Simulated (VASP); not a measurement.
Runs of VASP 6.6.1 on Zn. The structure is that of space group I4/mmm (No. 139), or close to it. The cells are those of the table. 

| cell | further INCAR settings | gap on the mesh (eV) | pressure (GPa) |
| --- | --- | --- | --- |
| a = 2.763 Å, angles 102.9, 102.9, 123.6°, 1 atom | ALGO = Fast; EDIFF = 1e-07; NBANDS = 12 | none | 0.5 |
| a = 2.672 Å, angles 103.4, 103.4, 122.5°, 1 atom | ALGO = Fast; EDIFF = 1e-06; NBANDS = 12 | none | (b) |
| a = 2.733 Å, angles 103.1, 103.1, 123.2°, 1 atom | ALGO = Fast; EDIFF = 1e-06; NBANDS = 12 | none | 2.5 |
| a = 2.703 Å, angles 103.2, 103.2, 122.9°, 1 atom | ALGO = Fast; EDIFF = 1e-06; NBANDS = 12 | none | (a) |
| a = 2.793 Å, angles 102.7, 102.7, 124.0°, 1 atom | ALGO = Fast; EDIFF = 1e-06; NBANDS = 12 | none | -1.5 |

Alike in all rows: task single point; level PBE; potentials or basis VASP PAW PBE potentials, release 64 (Zn); no spin polarisation; k mesh 26 × 26 × 26; cutoff (eV) 520; smearing gaussian 0.1 eV.

Question: Fill in the values left out.

Answer: (a) 5.2; (b) 8.4.

Caveats: the cell stands under pressure (at least some runs).

A gap of «none» marks levels without a gap at the run's occupations.
